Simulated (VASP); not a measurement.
A run of VASP 6.6.1 is set up as follows.

INCAR

```
SYSTEM = Re
ALGO = Fast
EDIFF = 1E-6
ENCUT = 520
GGA = PE
ISIF = 2
ISMEAR = 0
LASPH = .TRUE.
LCHARG = .TRUE.
LELF = .TRUE.
LREAL = .FALSE.
LVHAR = .TRUE.
LWAVE = .FALSE.
NBANDS = 14
NELM = 80
PREC = Accurate
SIGMA = 0.15
```

Contents of KPOINTS:

```
k-points
0
G
  18 18 10
  0 0 0
```

POSCAR

```
Re
1.0
    2.7748241524      0.0000000000     -0.1016973052
   -1.3874120762      2.4030682070     -0.0372237972
   -0.1643468026     -0.1643468026      4.4842238099
Re
2
Direct
    0.3333333333      0.6666666667      0.2500000000
    0.6666666667      0.3333333333      0.7500000000
```

Potentials or basis: VASP PAW PBE potentials, release 64 (Re).

Command:

```sh
$ cat potpaw_PBE.64/Re/POTCAR > POTCAR
$ mpirun -np 1 vasp_std > vasp.out
```

(1) What does it give for the pressure?

(2) Estimate the largest force.

(3) What does it give for the band gap on the k mesh?

Answers

(1) 2.4 GPa.

(2) 0.089 eV/Å.

(3) zero (bands 7 and 8 overlap by 2.92 eV).

Caveat: the cell differs from its parent crystal (engineering shear strain xz -0.0733, engineering shear strain yz -0.0733); spin-orbit coupling is left out, which moves the levels of the heavy elements.
